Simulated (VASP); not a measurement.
# AlCo (P1) in VASP: relaxation of the atoms with PBE

Aim: the relaxation of the atoms of AlCo with PBE.

All numbers are computed with VASP 6.6.1; they aren't measurements. Logs are shortened: lines on timing, memory, paths and dates and some standing lists are left out, and cuts for length are marked.

**1. The cell of the first run**

The typed cell holds 2 atoms: a = 2.906 Å, b = 2.936 Å, c = 2.639 Å, α = 87.15°, β = 87.61°, γ = 86.72°.

**2. Relaxation of the atoms, PBE**

Contents of INCAR:

```
SYSTEM = AlCo
  PREC = Accurate
  ENCUT = 520
  EDIFF = 1E-6
  ISMEAR = 0
  SIGMA = 0.15
  LREAL = .FALSE.
  LASPH = .TRUE.
  NELM = 60
  ALGO = Fast
  ISIF = 2
  LWAVE = .FALSE.
  LCHARG = .FALSE.
  GGA = PE
  IBRION = 2
  NSW = 100
  EDIFFG = -0.01
```

Contents of KPOINTS:

```
Automatic mesh
0
G
  12 12 12
  0 0 0
```

Contents of POSCAR:

```
AlCo
1.0
    2.9038977974      0.0828841438      0.0566579329
    0.0828841438      2.9337596159      0.0683609667
    0.0566579329      0.0683609667      2.6378098121
Al Co
1 1
Direct
   -0.0661374879     -0.0130417050      0.0063988235
    0.5661374879      0.5130417050      0.4936011765
```

Potentials or basis: VASP PAW PBE potentials, release 64 (Al, Co).

Command:

```sh
cat potpaw_PBE.64/Al/POTCAR potpaw_PBE.64/Co/POTCAR > POTCAR
mpirun -np 1 vasp_std > vasp.out
```

OUTCAR:

```text
SYSTEM = AlCo
   PREC = Accurate
   ENCUT = 520
   EDIFF = 1E-6
   ISMEAR = 0
   LREAL = .FALSE.
   LASPH = .TRUE.
   NELM = 60
   ISIF = 2
   GGA = PE
   IBRION = 2
   NSW = 100
   EDIFFG = -0.01

 ion  position               nearest neighbor table
   1  0.934  0.987  0.006-   2 2.15   2 2.25   2 2.25   2 2.32   2 2.59   2 2.61   2 2.74   2 2.85

   2  0.566  0.513  0.494-   1 2.15   1 2.25   1 2.25   1 2.32   1 2.59   1 2.61   1 2.74   1 2.85

  LATTYP: Found a triclinic cell.
 ALAT       =     4.0442008194
 B/A-ratio  =     0.6526143988
 C/A-ratio  =     0.9917173012
 COS(alpha) =     0.0062279904
 COS(beta)  =     0.5053419051
 COS(gamma) =     0.6887375450

  Lattice vectors:

 A1 = (  -0.1395420767,  -3.0021205826,  -2.7061707788)
 A2 = (  -0.0566579329,  -0.0683609667,  -2.6378098121)
 A3 = (   2.8210136536,  -2.8508754721,  -0.0117030338)

Analysis of symmetry for initial positions (statically):
=====================================================================
 Subroutine PRICEL returns:
 Original cell was already a primitive cell.

 Routine SETGRP: Setting up the symmetry group for a
 triclinic supercell.

 Subroutine GETGRP returns: Found  1 space group operations
 (whereof  1 operations were pure point group operations)
 out of a pool of  2 trial point group operations.

The static configuration has the point symmetry C_1 .

Analysis of symmetry for dynamics (positions and initial velocities):
=====================================================================
 Subroutine PRICEL returns:
 Original cell was already a primitive cell.

 Routine SETGRP: Setting up the symmetry group for a
 triclinic supercell.

 Subroutine GETGRP returns: Found  1 space group operations
 (whereof  1 operations were pure point group operations)
 out of a pool of  2 trial point group operations.

The dynamic configuration has the point symmetry C_1 .

 Subroutine INISYM returns: Found  1 space group operations
 (whereof  1 operations are pure point group operations),
 and found     1 'primitive' translations

----------------------------------------------------------------------------------------

                                     Primitive cell

  volume of cell :      22.4319
[... 104 lines left out ...]
   ISMEAR =     0;   SIGMA  =   0.15  broadening in eV -4-tet -1-fermi 0-gaus
   EFERMI_NEDOS =   21; number of points for ismear=-14 and -15
   IALGO  =     68    algorithm
   IMIX   =      4    mixing-type and parameters
     AMIX     =   0.40;   BMIX     =  1.00
     AMIX_MAG =   1.60;   BMIX_MAG =  1.00
  volume/ion in A,a.u.               =      11.22        75.69
  Fermi-wavevector in a.u.,A,eV,Ry     =   1.328964  2.511377 24.029848  1.766144
  Thomas-Fermi vector in A             =   2.458162
   LORBIT       =      0    0 simple, 1 ext, 2 COOP (PROOUT), +10 PAW based schemes
   GGA     = PE    functional components
   LHFCALC =     F    Hartree Fock is set to
   AEXX    =    0.0000 exact exchange contribution
   IVDW    =     0    specifies the selected vdW correction
   LEPSILON=     F    determine dielectric tensor
   LRPA    =     F    only Hartree local field effects (RPA)
 conjugate gradient relaxation of ions
 non-spin polarized calculation
 RMM-DIIS sequential band-by-band and
 Gauss-broadening in eV      SIGMA  =   0.15
  energy-cutoff  :      520.00
  volume of cell :       22.43
 maximum number of plane-waves:       619
 NGX is ok and might be reduce to    24
   NGX = 11   NGY = 11   NGZ =  9

--------------------------------------- Ionic step        1  -------------------------------------------

 number of electron      12.0000001 magnetization

 Free energy of the ion-electron system (eV)
  ---------------------------------------------------
  ext. energy  EPLUGINS =         0.00000000
  ---------------------------------------------------
  free energy    TOTEN  =       -11.20236545 eV

  energy without entropy =      -11.19102571  energy(sigma->0) =      -11.19669558

------------------------ aborting loop because EDIFF is reached ----------------------------------------

  FORCE on cell =-STRESS in cart. coord.  units (eV):
  Direction    XX          YY          ZZ          XY          YZ          ZX
  --------------------------------------------------------------------------------------
  -------------------------------------------------------------------------------------
  Total        0.8858772      2.9982795      5.3098300     -0.1768097     -1.3083987     -0.9660593
  in kB       63.2728675    214.1490428    379.2491609    -12.6284539    -93.4510380    -68.9997959
  external PRESSURE =     218.8903570 kB  Pullay stress =       0.0000000 kB
[... 275 lines left out ...]
--------------------------------------- Ionic step        9  -------------------------------------------

 number of electron      11.9999999 magnetization

 Free energy of the ion-electron system (eV)
  ---------------------------------------------------
  ext. energy  EPLUGINS =         0.00000000
  ---------------------------------------------------
  free energy    TOTEN  =       -11.80161485 eV

  energy without entropy =      -11.78778919  energy(sigma->0) =      -11.79470202

 E-fermi :  10.8847     XC(G=0): -12.4146

 val. band max:       10.8828640808   @ k =  -0.4167  -0.4167   0.0833
 cond. band min:      10.8847966989   @ k =   0.2500   0.3333   0.5000
 fundamental gap:      0.0019326180
 Fermi energy:        10.8846585406

 k-point     1 :       0.0000    0.0000    0.0000
  band No.  band energies     occupation
      1      -0.2951      2.00000
      2       7.8192      2.00000
      3       7.9910      2.00000
      4       9.8330      2.00000
      5      10.2291      2.00000
      6      10.3860      2.00000
      7      15.7038      0.00000
      8      16.1870      0.00000
      9      19.5185      0.00000
     10      19.8723      0.00000
[... 287 lines left out ...]
 k-point    24 :       0.3333    0.1667    0.0000
  band No.  band energies     occupation
      1       2.0225      2.00000
      2       6.7970      2.00000
      3       8.3169      2.00000
      4       8.8432      2.00000
      5       9.8946      2.00000
      6      10.2223      2.00000
      7      11.5460      0.00000
      8      15.8297      0.00000
      9      19.1903      0.00000
     10      22.3747      0.00000

 [... further k-points ...]

------------------------ aborting loop because EDIFF is reached ----------------------------------------

  FORCE on cell =-STRESS in cart. coord.  units (eV):
  Direction    XX          YY          ZZ          XY          YZ          ZX
  --------------------------------------------------------------------------------------
  -------------------------------------------------------------------------------------
  Total        0.1513265      0.1637241      3.4763151     -1.1719717     -0.8518208     -0.6407214
  in kB       10.8083403     11.6938240    248.2922434    -83.7068774    -60.8404292    -45.7628683
  external PRESSURE =      90.2648026 kB  Pullay stress =       0.0000000 kB
[... 17 lines left out ...]
  FREE ENERGIE OF THE ION-ELECTRON SYSTEM (eV)
  ---------------------------------------------------
  free  energy   TOTEN  =       -11.8016148533 eV

  energy  without entropy=      -11.7877891944  energy(sigma->0) =      -11.79470202

 reached required accuracy - stopping structural energy minimisation
```

It took 3.6 min on 1 thread of Intel Xeon 6975P-C (Granite Rapids), shared host; peak memory 0.36 GiB.

Results:

* Free energy: -11.8016 eV
* Energy gained by relaxing: 299.6 meV/atom
* Ionic steps: 9
* Pressure after relaxing: 9.0 GPa
* Band gap on the k mesh: zero (bands 6 and 7 overlap by 2.06 eV)

Forces in eV/Å, atoms in the order of the input:
```
Al   0.002  0.000  0.002
Co  -0.002  0.000 -0.002
```

Stress tensor (GPa, compression positive):
```
 1.08 -8.37 -4.58
-8.37  1.17 -6.08
-4.58 -6.08 24.83
```

The path:
| step | energy change (eV) | largest force (eV/Å) | pressure (GPa) |
| --- | --- | --- | --- |
| 1 | 0.0000 | 3.1673 | 21.89 |
| 2 | -0.5584 | 0.7069 | 9.91 |
| 3 | -0.5751 | 0.5517 | 9.65 |
| 4 | -0.5957 | 0.2064 | 9.26 |
| 5 | -0.5987 | 0.0987 | 8.99 |
| 6 | -0.5992 | 0.0145 | 9.18 |
| 7 | -0.5992 | 0.0105 | 9.07 |
| 8 | -0.5992 | 0.0105 | 9.15 |
| 9 | -0.5992 | 0.0024 | 9.03 |

Final structure:
```xyz
2
Lattice="2.9039 0.0829 0.0567 0.0829 2.9338 0.0684 0.0567 0.0684 2.6378" Properties=species:S:1:pos:R:3 pbc="T T T"
Al    3.0433    3.0849    2.7627
Co    1.5219    1.5426    1.3816
```

Levels at points of the mesh, in eV from the Fermi level:
| k point | band 4 | band 5 | band 6 | band 7 | band 8 | band 9 |
| --- | --- | --- | --- | --- | --- | --- |
| (0.00, 0.00, 0.00) | -1.05 | -0.66 | -0.50 | 4.82 | 5.30 | 8.63 |
| (0.50, 0.00, 0.00) | -1.97 | -1.16 | -0.51 | 0.06 | 8.00 | 9.82 |
| (0.00, 0.50, 0.00) | -1.90 | -1.15 | -0.49 | -0.02 | 8.09 | 10.06 |
| (0.50, 0.50, 0.00) | -2.68 | -1.08 | -1.01 | -0.35 | 1.90 | 3.26 |
| (0.00, 0.00, 0.50) | -1.95 | -1.74 | -0.83 | 0.98 | 8.38 | 10.02 |
| (0.50, 0.00, 0.50) | -1.84 | -1.69 | -1.60 | -0.05 | 3.07 | 4.24 |
| (0.00, 0.50, 0.50) | -1.84 | -1.65 | -1.55 | -0.09 | 2.97 | 4.18 |
| (0.50, 0.50, 0.50) | -0.28 | 0.12 | 1.62 | 2.83 | 3.08 | 4.62 |

Caveat: the run has no spin polarisation, though such a crystal can be magnetic. Spin polarisation is off, so any magnetic state and its effect on volume and gap are missing.
